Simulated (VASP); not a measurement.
# Sc (Pm-3m) in VASP: further runs

The runs below take Sc through single point, relaxation of cell and atoms, with PBEsol.

All numbers are computed with VASP 6.6.1; they aren't measurements. Logs are shortened: lines on timing, memory, paths and dates and some standing lists are left out, and cuts for length are marked.

**1. The cell of the first run**

The structure is cubic, space group Pm-3m (No. 221). The conventional cell has a = 2.912 Å, b = 2.912 Å, c = 2.912 Å, α = 90.00°, β = 90.00°, γ = 90.00°. Sc (site symmetry m-3m) has 6 Sc at 2.91 Å within 3.8 Å.

**2. Single point, PBEsol**

Contents of INCAR:

```
PREC     = Accurate       # precision mode
ENCUT    = 520            # plane-wave cutoff, eV
EDIFF    = 1E-6           # SCF threshold, eV
ISMEAR   = -1             # smearing method
SIGMA    = 0.05           # smearing width, eV
LREAL    = F              # projectors in reciprocal space
LASPH    = T              # aspherical terms in the spheres
NELM     = 100            # most SCF steps
ALGO     = Normal         # electronic algorithm
ISIF     = 2              # what is computed and relaxed
LWAVE    = F              # write WAVECAR
LCHARG   = T              # write CHGCAR
GGA      = PS             # functional
LELF     = T              # ELF
LVHAR    = T            
NBANDS   = 12             # bands
```

Contents of KPOINTS:

```
Automatic mesh
0
Gamma
  7 7 7
```

Contents of POSCAR:

```
Sc
1.0
    2.9123285375      0.0000000000      0.0000000000
    0.0000000000      2.9123285375      0.0000000000
    0.0000000000      0.0000000000      2.9123285375
Sc
1
Direct
    0.0000000000      0.0000000000      0.0000000000
```

Potentials or basis: VASP PAW PBE potentials, release 64 (Sc_sv).

Launch:

```bash
cat potpaw_PBE.64/Sc_sv/POTCAR > POTCAR
mpirun -np 1 vasp_std > vasp.out
```

OUTCAR:

```text
PREC = Accurate
   ENCUT = 520
   EDIFF = 1E-6
   ISMEAR = -1
   LREAL = F
   LASPH = T
   NELM = 100
   ISIF = 2
   GGA = PS

 ion  position               nearest neighbor table
   1  0.000  0.000  0.000-

  LATTYP: Found a simple cubic cell.
 ALAT       =     2.9123285375

  Lattice vectors:

 A1 = (   2.9123285375,   0.0000000000,   0.0000000000)
 A2 = (   0.0000000000,   2.9123285375,   0.0000000000)
 A3 = (   0.0000000000,   0.0000000000,   2.9123285375)

Analysis of symmetry for initial positions (statically):
=====================================================================
 Subroutine PRICEL returns:
 Original cell was already a primitive cell.

 Routine SETGRP: Setting up the symmetry group for a
 simple cubic supercell.

 Subroutine GETGRP returns: Found 48 space group operations
 (whereof 48 operations were pure point group operations)
 out of a pool of 48 trial point group operations.

The static configuration has the point symmetry O_h .

Analysis of symmetry for dynamics (positions and initial velocities):
=====================================================================
 Subroutine PRICEL returns:
 Original cell was already a primitive cell.

 Routine SETGRP: Setting up the symmetry group for a
 simple cubic supercell.

 Subroutine GETGRP returns: Found 48 space group operations
 (whereof 48 operations were pure point group operations)
 out of a pool of 48 trial point group operations.

The dynamic configuration has the point symmetry O_h .

 Subroutine INISYM returns: Found 48 space group operations
 (whereof 48 operations are pure point group operations),
 and found     1 'primitive' translations

----------------------------------------------------------------------------------------

                                     Primitive cell

  volume of cell :      24.7014

  direct lattice vectors                    reciprocal lattice vectors
     2.912328538  0.000000000  0.000000000     0.343367854  0.000000000  0.000000000
     0.000000000  2.912328538  0.000000000     0.000000000  0.343367854  0.000000000
     0.000000000  0.000000000  2.912328538     0.000000000  0.000000000  0.343367854

  length of vectors
     2.912328538  2.912328538  2.912328538     0.343367854  0.343367854  0.343367854

  position of ions in fractional coordinates (direct lattice)
     0.000000000  0.000000000  0.000000000

  ion indices of the primitive-cell ions
   primitive index   ion index
                 1           1

----------------------------------------------------------------------------------------

 KPOINTS: Automatic mesh

Automatic generation of k-mesh.
 Grid dimensions read from file:
 generate k-points for:    7    7    7

 Generating k-lattice:

  Cartesian coordinates                     Fractional coordinates (reciprocal lattice)
     0.049052551  0.000000000  0.000000000     0.142857143  0.000000000  0.000000000
     0.000000000  0.049052551  0.000000000     0.000000000  0.142857143  0.000000000
     0.000000000  0.000000000  0.049052551     0.000000000  0.000000000  0.142857143

  Length of vectors
     0.049052551  0.049052551  0.049052551

  Shift w.r.t. Gamma in fractional coordinates (k-lattice)
     0.000000000  0.000000000  0.000000000

 Subroutine IBZKPT returns following result:
 ===========================================

 Found     20 irreducible k-points:

 Following reciprocal coordinates:
            Coordinates               Weight
  0.000000  0.000000  0.000000      1.000000
  0.142857  0.000000  0.000000      6.000000
  0.285714  0.000000  0.000000      6.000000
  0.428571  0.000000  0.000000      6.000000
  0.142857  0.142857  0.000000     12.000000
  0.285714  0.142857  0.000000     24.000000
[... 12 lines left out ...]
  0.428571  0.428571  0.285714     24.000000
  0.428571  0.428571  0.428571      8.000000
   k-points           NKPTS =     20   k-points in BZ     NKDIM =     20   number of bands    NBANDS=     12
   number of dos      NEDOS =    301   number of ions     NIONS =      1
   total plane-waves  NPLWV =  13824
   dimension x,y,z NGX =    24 NGY =   24 NGZ =   24
   dimension x,y,z NGXF=    48 NGYF=   48 NGZF=   48
   ions per type =               1
   NGX,Y,Z   is equivalent  to a cutoff of  13.70, 13.70, 13.70 a.u.
   NGXF,Y,Z  is equivalent  to a cutoff of  27.40, 27.40, 27.40 a.u.
 SYSTEM =  unknown system
   PREC   = accura    normal or accurate (medium, high low for compatibility)
   ISTART =      0    job   : 0-new  1-cont  2-samecut
   ICHARG =      2    charge: 1-file 2-atom 10-const
   ISPIN  =      1    spin polarized calculation?
   LNONCOLLINEAR =      F non collinear calculations
   LSORBIT =      F    spin-orbit coupling
   LASPH  =      T    aspherical Exc in radial PAW
   ENCUT  =  520.0 eV  38.22 Ry    6.18 a.u.   5.42  5.42  5.42*2*pi/ulx,y,z
   NELM   =    100;   NELMIN=  2; NELMDL= -5     # of ELM steps
   EDIFF  = 0.1E-05   stopping-criterion for ELM
   LREAL  =      F    real-space projection
   EDIFFG = 0.1E-04   stopping-criterion for IOM
   NSW    =      0    number of steps for IOM
   IBRION =     -1    ionic relax: 0-MD 1-quasi-New 2-CG
   NFREE  =      0    steps in history (QN), initial steepest desc. (CG)
   ISIF   =      2    stress and relaxation
   ISYM   =      2    0-nonsym 1-usesym 2-fastsym
   POTIM  = 0.5000    time-step for ionic-motion
   TEBEG  =    0.0;   TEEND  =   0.0 temperature during run
   PSTRESS=    0.0 pullay stress
   NELECT =      11.0000    total number of electrons
   NUPDOWN=      -1.0000    fix difference up-down
   EMIN   =  10.00;   EMAX   =-10.00  energy-range for DOS
   EFERMI =   0.00;   METHOD = LEGACY
   ISMEAR =    -1;   SIGMA  =   0.05  broadening in eV -4-tet -1-fermi 0-gaus
   EFERMI_NEDOS =   21; number of points for ismear=-14 and -15
   IALGO  =     38    algorithm
   IMIX   =      4    mixing-type and parameters
     AMIX     =   0.40;   BMIX     =  1.00
     AMIX_MAG =   1.60;   BMIX_MAG =  1.00
  volume/ion in A,a.u.               =      24.70       166.69
  Fermi-wavevector in a.u.,A,eV,Ry     =   1.250159  2.362459 21.264522  1.562898
  Thomas-Fermi vector in A             =   2.384166
   LORBIT       =      0    0 simple, 1 ext, 2 COOP (PROOUT), +10 PAW based schemes
   GGA     = PS    functional components
   LHFCALC =     F    Hartree Fock is set to
   AEXX    =    0.0000 exact exchange contribution
   IVDW    =     0    specifies the selected vdW correction
   LEPSILON=     F    determine dielectric tensor
   LRPA    =     F    only Hartree local field effects (RPA)
 non-spin polarized calculation
  energy-cutoff  :      520.00
  volume of cell :       24.70
 maximum number of plane-waves:       691
 NGX is ok and might be reduce to    24
   NGX = 11   NGY = 11   NGZ = 11

 number of electron      10.9999998 magnetization

 Free energy of the ion-electron system (eV)
  ---------------------------------------------------
  ext. energy  EPLUGINS =         0.00000000
  ---------------------------------------------------
  free energy    TOTEN  =        -5.85155144 eV

  energy without entropy =       -5.83407846  energy(sigma->0) =       -5.84281495

 E-fermi :   3.6715     XC(G=0):  -9.9215

 val. band max:        3.6346824080   @ k =   0.2857   0.1429   0.0000
 cond. band min:       3.6942803320   @ k =   0.1429   0.1429   0.1429
 fundamental gap:      0.0595979240
 Fermi energy:         3.6715337884

 k-point     1 :       0.0000    0.0000    0.0000
  band No.  band energies     occupation
      1     -45.7142      2.00000
      2     -24.1259      2.00000
      3     -24.1259      2.00000
      4     -24.1259      2.00000
      5      -1.4401      2.00000
      6       3.1055      1.99998
      7       3.1055      1.99998
      8       7.6687      0.00000
      9       7.6687      0.00000
     10       7.6687      0.00000
     11      16.3468      0.00000
     12      16.3468      0.00000

 k-point     2 :       0.1429    0.0000    0.0000
  band No.  band energies     occupation
      1     -45.6994      2.00000
      2     -24.2468      2.00000
      3     -24.1156      2.00000
      4     -24.1156      2.00000
      5      -1.0132      2.00000
      6       3.2168      1.99978
      7       3.3674      1.99545
      8       7.2915      0.00000
      9       7.2915      0.00000
     10       7.6969      0.00000
     11      14.0435      0.00000
     12      17.0553      0.00000

 k-point     3 :       0.2857    0.0000    0.0000
  band No.  band energies     occupation
      1     -45.6659      2.00000
      2     -24.5111      2.00000
      3     -24.0924      2.00000
      4     -24.0924      2.00000
      5       0.1269      2.00000
      6       3.4818      1.95603
      7       3.8040      0.13210
      8       6.5681      0.00000
      9       6.5681      0.00000
     10       7.7610      0.00000
     11      11.3660      0.00000
     12      18.6686      0.00000

 k-point     4 :       0.4286    0.0000    0.0000
  band No.  band energies     occupation
      1     -45.6388      2.00000
      2     -24.7162      2.00000
      3     -24.0736      2.00000
      4     -24.0736      2.00000
      5       1.5831      2.00000
      6       3.4854      1.95281
      7       3.7118      0.61754
      8       6.0720      0.00000
      9       6.0720      0.00000
     10       7.8132      0.00000
     11      10.1550      0.00000
     12      17.6859      0.00000

 k-point     5 :       0.1429    0.1429    0.0000
  band No.  band energies     occupation
      1     -45.6847      2.00000
      2     -24.2415      2.00000
      3     -24.2287      2.00000
      4     -24.1054      2.00000
      5      -0.6002      2.00000
      6       3.3901      1.99284
      7       3.5868      1.68954
      8       6.8589      0.00000
      9       7.2589      0.00000
     10       7.4080      0.00000
     11      14.4707      0.00000
     12      14.7033      0.00000
[... 168 lines left out ...]
      1     -45.5727      2.00000
      2     -24.4362      2.00000
      3     -24.4109      2.00000
      4     -24.4109      2.00000
      5       2.1628      2.00000
      6       4.5395      0.00000
      7       4.5395      0.00000
      8       6.0045      0.00000
      9       6.0045      0.00000
     10       6.8874      0.00000
     11      14.0632      0.00000
     12      14.1004      0.00000

 k-point    18 :       0.4286    0.2857    0.2857
  band No.  band energies     occupation
      1     -45.5469      2.00000
      2     -24.6117      2.00000
      3     -24.4021      2.00000
      4     -24.3865      2.00000
      5       2.5875      2.00000
      6       4.1405      0.00017
      7       4.2758      0.00001
      8       5.9320      0.00000
      9       6.5832      0.00000
     10       8.5904      0.00000
     11      11.3575      0.00000
     12      14.2577      0.00000

 k-point    19 :       0.4286    0.4286    0.2857
  band No.  band energies     occupation
      1     -45.5215      2.00000
      2     -24.5849      2.00000
      3     -24.5815      2.00000
      4     -24.3702      2.00000
      5       2.5915      2.00000
      6       3.9024      0.01955
      7       4.0053      0.00252
      8       6.2526      0.00000
      9       8.0070      0.00000
     10       9.6564      0.00000
     11      11.5272      0.00000
     12      12.7654      0.00000

 k-point    20 :       0.4286    0.4286    0.4286
  band No.  band energies     occupation
      1     -45.4965      2.00000
      2     -24.5587      2.00000
      3     -24.5542      2.00000
      4     -24.5542      2.00000
      5       3.0101      2.00000
      6       3.3306      1.99782
      7       3.3306      1.99782
      8       8.1281      0.00000
      9       8.1281      0.00000
     10      10.9436      0.00000
     11      11.8272      0.00000
     12      12.9706      0.00000

------------------------ aborting loop because EDIFF is reached ----------------------------------------

  FORCE on cell =-STRESS in cart. coord.  units (eV):
  Direction    XX          YY          ZZ          XY          YZ          ZX
  --------------------------------------------------------------------------------------
  -------------------------------------------------------------------------------------
  Total        0.0016108      0.0016108      0.0016108     -0.0000000      0.0000000      0.0000000
  in kB        0.1044798      0.1044798      0.1044798     -0.0000000      0.0000000      0.0000000
  external PRESSURE =       0.1044798 kB  Pullay stress =       0.0000000 kB

 VOLUME and BASIS-vectors are now :
 -----------------------------------------------------------------------------
  energy-cutoff  :      520.00
  volume of cell :       24.70
      direct lattice vectors                 reciprocal lattice vectors
     2.912328538  0.000000000  0.000000000     0.343367854  0.000000000  0.000000000
     0.000000000  2.912328538  0.000000000     0.000000000  0.343367854  0.000000000
     0.000000000  0.000000000  2.912328538     0.000000000  0.000000000  0.343367854

 POSITION                                       TOTAL-FORCE (eV/Angst)
 -----------------------------------------------------------------------------------
      0.00000      0.00000      0.00000         0.000000      0.000000      0.000000
 -----------------------------------------------------------------------------------
    total drift:                                0.000000     -0.000000      0.000000

  FREE ENERGIE OF THE ION-ELECTRON SYSTEM (eV)
  ---------------------------------------------------
  free  energy   TOTEN  =        -5.8515514399 eV

  energy  without entropy=       -5.8340784642  energy(sigma->0) =       -5.84281495
```

It took 10 s on 1 thread of Intel Xeon 8259CL, shared host; peak memory 0.14 GiB.

Results:

```yaml
Free_energy: -5.8516 eV
Pressure: 0.0 GPa
```

Caveat: the PAW data sets were made with another functional, which shifts forces and pressure a little.

**3. Relaxation of cell and atoms, PBEsol**

This run uses another cell than the first one, of 27.54 Å³/atom, 1.115 times its volume.

Contents of INCAR:

```
PREC = Accurate
ENCUT = 600
EDIFF = 1E-6
ISMEAR = -1
SIGMA = 0.05
LREAL = False
LASPH = True
NELM = 100
ALGO = Normal
ISIF = 3
LWAVE = False
LCHARG = False
GGA = PS
IBRION = 2
NSW = 80
EDIFFG = -0.03
```

Contents of KPOINTS:

```
regular mesh
0
Gamma
  7 7 7
```

Contents of POSCAR:

```
Sc
1.0
    3.0200000000      0.0000000000      0.0000000000
    0.0000000000      3.0200000000      0.0000000000
    0.0000000000      0.0000000000      3.0200000000
Sc
1
Direct
    0.0000000000      0.0000000000      0.0000000000
```

Potentials or basis: VASP PAW PBE potentials, release 64 (Sc_sv).

Launch:

```bash
cat potpaw_PBE.64/Sc_sv/POTCAR > POTCAR
mpirun -np 1 vasp_std > vasp.out
```

It took 19 s on 1 thread of Intel Xeon 8259CL, shared host; peak memory 0.15 GiB.

The run converged. Its results:

```yaml
Free_energy: -5.8522 eV
Relaxed_volume: 24.78 Å³/atom
Relaxed_cell: a = 2.916 Å, b = 2.916 Å, c = 2.916 Å, α = 90.00°, β = 90.00°, γ = 90.00°
Space_group_after_relaxing_to_0.05_Å: Pm-3m (No. 221)
Energy_gained_by_relaxing: 33.9 meV/atom
Ionic_steps: 3
Pressure_after_relaxing: 0.0 GPa
```

Step by step:
| step | energy change (eV) | largest force (eV/Å) | pressure (GPa) | volume (Å³) |
| --- | --- | --- | --- | --- |
| 1 | 0.0000 | 0.0000 | -3.58 | 27.54 |
| 2 | -0.0331 | 0.0000 | -0.64 | 25.16 |
| 3 | -0.0339 | 0.0000 | -0.05 | 24.78 |

Final structure:
```
CELL_PARAMETERS angstrom
2.91559 0.00000 0.00000
0.00000 2.91559 0.00000
0.00000 0.00000 2.91559
ATOMIC_POSITIONS crystal
Sc 0.00000 0.00000 0.00000
```

Levels at points of the mesh, in eV from the Fermi level:
```tsv
k point	band 2	band 3	band 4	band 5	band 6	band 7	band 8	band 9
(0.00, 0.00, 0.00)	-27.81	-27.81	-27.81	-5.11	-0.56	-0.56	3.98	3.98
```

Caveat: the PAW data sets were made with another functional, which shifts forces and pressure a little.
